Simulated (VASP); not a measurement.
Set up this calculation in VASP 6.6.1, as the native input.

| Item | Value |
| --- | --- |
| Task | relaxation of cell and atoms |
| Functional | PBE |
| Potentials or basis | VASP PAW PBE potentials, release 64 (Tm_3, I), 4f in core |
| Cutoff | 500 eV |
| k mesh | 6 × 6 × 6 |
| Occupations | gaussian, width 0.1 eV |
| Spin | no spin polarisation |
| Dipole correction | no |
| Further INCAR settings | ALGO = Normal; EDIFF = 1e-07; IBRION = 2; EDIFFG = -0.01; NSW = 100; ISIF = 3 |

The structure of TmI4 lies in POSCAR:

```
TmI4
1.0
    3.7334048168     -7.9469728915      0.0000000000
    3.7334048168      7.9469728915      0.0000000000
    0.0000000000      0.0000000000      6.9082410036
Tm I
2 8
Direct
    0.5000000000      0.5000000000      0.0000000000
    0.0000000000      0.0000000000      0.5000000000
    0.9049803443      0.6808135371      0.1562838987
    0.0950196557      0.3191864629      0.1562838987
    0.1808135371      0.4049803443      0.6562838987
    0.8191864629      0.5950196557      0.6562838987
    0.4049803443      0.1808135371      0.3437161013
    0.5950196557      0.8191864629      0.3437161013
    0.3191864629      0.0950196557      0.8437161013
    0.6808135371      0.9049803443      0.8437161013
```

The cell was generated, and may not be a known phase.

These files were run (other wordings do the same):

INCAR

```
SYSTEM = TmI4
PREC     = Accurate       ! precision mode
ENCUT    = 500            ! plane-wave cutoff, eV
EDIFF    = 1E-7           ! SCF threshold, eV
ISMEAR   = 0              ! smearing method
SIGMA    = 0.1            ! smearing width, eV
LREAL    = .FALSE.        ! projectors in reciprocal space
LASPH    = .TRUE.         ! aspherical terms in the spheres
NELM     = 200            ! most SCF steps
ALGO     = Normal         ! electronic algorithm
ISIF     = 3              ! what is computed and relaxed
LWAVE    = .FALSE.        ! write WAVECAR
LCHARG   = .FALSE.        ! write CHGCAR
GGA      = PE             ! functional
IBRION   = 2              ! ionic algorithm
NSW      = 100            ! ionic steps
EDIFFG   = -0.01          ! ionic threshold
GGA_COMPAT= .FALSE.      
NELMIN   = 4            
LMAXMIX  = 6              ! l up to which the mixer works
KPAR     = 4
```

KPOINTS

```
regular mesh
0
G
  6 6 6
  0 0 0
```

Potentials or basis: VASP PAW PBE potentials, release 64 (Tm_3, I), 4f in core.

Launch:

```console
$ cat potpaw_PBE.64/Tm_3/POTCAR potpaw_PBE.64/I/POTCAR > POTCAR
$ mpirun -np 4 vasp_std > vasp.out
```

It gave:

- Relaxed volume: 44.54 Å³/atom
- Relaxed cell: a = 9.307 Å, b = 9.307 Å, c = 7.019 Å, α = 90.00°, β = 90.00°, γ = 132.90°
- Space group after relaxing (to 0.1 Å): Ccce (No. 68)
- Energy gained by relaxing: 4.6 meV/atom
- Ionic steps: 23
- Pressure after relaxing: 0.0 GPa
- Largest force after relaxing: 0.005 eV/Å
- Band gap on the k mesh: zero (bands 37 and 38 overlap by 1.19 eV)

Caveat: spin-orbit coupling is left out, which moves the levels of the heavy elements; the 4f electrons are frozen in the core, so they carry no moment and show no levels; the run has no spin polarisation, though such a crystal can be magnetic.

Run time: 76 min on 4 MPI ranks on Intel(R) Xeon(R) Platinum 8259CL CPU @ 2.50GHz (Skylake/Cascade Lake), on a shared host, peak memory 1 GiB a rank.
